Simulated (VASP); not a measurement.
# Rb8CCl8O2: single point with PBEsol

The system is Rb8CCl8O2, a slab with vacuum.

```xyz
19
Lattice="7.8719 0.0000 0.0000 0.0000 7.8719 0.0000 0.0000 0.0000 18.9040" Properties=species:S:1:pos:R:3 pbc="T T T"
Rb    0.0000    0.0000    1.0000
Rb   -0.0021   -0.3123    4.7987
Rb    0.0000    3.9360    1.0000
Rb   -0.0360    3.7605    7.6294
Rb    3.9360    0.0000    1.0000
Rb    3.9348   -0.1677    5.0749
Rb    3.9360    3.9360    1.0000
Rb    4.2539    3.8666    4.8065
Cl    1.9460    1.9926   -0.7036
Cl    2.1275    1.7766    3.0118
Cl    1.9810    5.8985    2.2525
Cl    2.0112    5.5913    6.2522
Cl    5.9090    1.9576    2.2448
Cl    5.9723    1.7717    6.2777
Cl    5.8827    5.9225    2.3389
Cl    5.9518    5.8414    6.4973
C     0.7967    7.3154    8.5081
O     1.0037    8.3004    7.9127
O     0.5787    6.3817    9.1743
```

| Property | Result |
| --- | --- |
| Program | VASP 6.6.1 |
| Task | single point |
| Functional | PBEsol |
| Potentials or basis | VASP PAW PBE potentials, release 64 (Rb_sv, Cl, C, O) |
| Cutoff | 520 eV |
| k mesh | 2 × 2 × 1 |
| Occupations | gaussian, width 0.05 eV |
| Spin | no spin polarisation |
| Dipole correction | no |
| Further INCAR settings | LREAL = Auto; ALGO = Normal; EDIFF = 1e-07; NBANDS = 87 |

* Largest force: 0.710 eV/Å
* Band gap on the k mesh: 3.10 eV

Forces on the atoms (eV/Å):
```
Rb   0.390  0.336 -0.080
Rb   0.001  0.004 -0.003
Rb   0.317 -0.311  0.202
Rb   0.007 -0.010  0.018
Rb  -0.359  0.361 -0.090
Rb  -0.003  0.004 -0.003
Rb  -0.343 -0.386 -0.079
Rb  -0.007 -0.004 -0.006
Cl  -0.001  0.001 -0.008
Cl  -0.002  0.005  0.001
Cl   0.001 -0.001  0.018
Cl   0.001  0.005  0.006
Cl   0.000  0.000  0.010
Cl  -0.003 -0.008  0.001
Cl   0.002 -0.001  0.010
Cl  -0.004  0.009  0.007
C    0.022 -0.006 -0.081
O    0.117  0.563 -0.336
O   -0.135 -0.563  0.411
```

Levels at points of the mesh, in eV from the valence-band top:
```tsv
k point	band 69	band 70	band 71	band 72	band 73	band 74	band 75	band 76
(0.00, 0.00, 0.00)	-0.43	-0.39	-0.05	0.00	3.10	4.27	4.69	4.83
(0.50, 0.00, 0.00)	-0.48	-0.45	-0.30	0.00	3.59	4.04	4.66	5.03
(0.00, 0.50, 0.00)	-0.51	-0.44	-0.27	-0.05	3.59	4.05	4.77	5.04
(0.50, 0.50, 0.00)	-0.49	-0.44	-0.34	-0.27	3.83	4.32	4.33	4.89
```

It took 13 min on 1 thread of Intel(R) Xeon(R) Platinum 8559C (Emerald Rapids), with other jobs on the host, peak memory 1.1 GiB.

Caveat: there is no dipole correction, which matters where the two faces differ; the PAW data sets were made with another functional, which shifts forces and pressure a little.
